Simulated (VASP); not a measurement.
Here is a VASP 6.6.1 calculation.

INCAR

```
ALGO = Normal
DIPOL = 0.5 0.5 0.362
EDIFF = 1E-7
ENCUT = 520
GGA = PE
IDIPOL = 3
ISIF = 2
ISMEAR = 0
LASPH = T
LCHARG = F
LDIPOL = T
LREAL = F
LWAVE = F
NBANDS = 33
NELM = 100
PREC = Accurate
SIGMA = 0.1
```

The input KPOINTS:

```
k-points
0
Gamma
  8 8 1
```

POSCAR

```
Si5W2
1.0
    3.2292919635      0.0000000000      0.0000000000
    0.0000000000      3.2292919635      0.0000000000
    0.0000000000      0.0000000000     21.9372962601
Si W
5 2
Direct
    0.0000000000      0.0000000000      0.1823378758
    0.0000000000      0.0000000000      0.3009901014
    0.5000000000      0.5000000000      0.3590107496
    0.5000000000      0.5000000000      0.4757786072
    0.5000000000      1.0000000000      0.5561867119
    0.5000000000      0.5000000000      0.2416639886
    0.0000000000      0.0000000000      0.4178382285
```

Potentials or basis: VASP PAW PBE potentials, release 64 (Si, W_sv).

Command:

```bash
$ cat potpaw_PBE.64/Si/POTCAR potpaw_PBE.64/W_sv/POTCAR > POTCAR
$ mpirun -np 1 vasp_std > vasp.out
```

Question: Predict the largest force.

Answer: 0.534 eV/Å.

Question: Predict the band gap on the k mesh.

Answer: Zero (band 24 reaches 2.85 eV, above the bottom of band 25 at 2.08 eV).

Forces in eV/Å, atoms in the order of the input:
```
Si   0.000  0.000  0.322
Si   0.000  0.000 -0.477
Si   0.000  0.000 -0.289
Si   0.000  0.000 -0.056
Si   0.000  0.000 -0.010
W    0.000  0.000 -0.026
W    0.000  0.000  0.534
```

Caveat: spin-orbit coupling is left out, which moves the levels of the heavy elements.
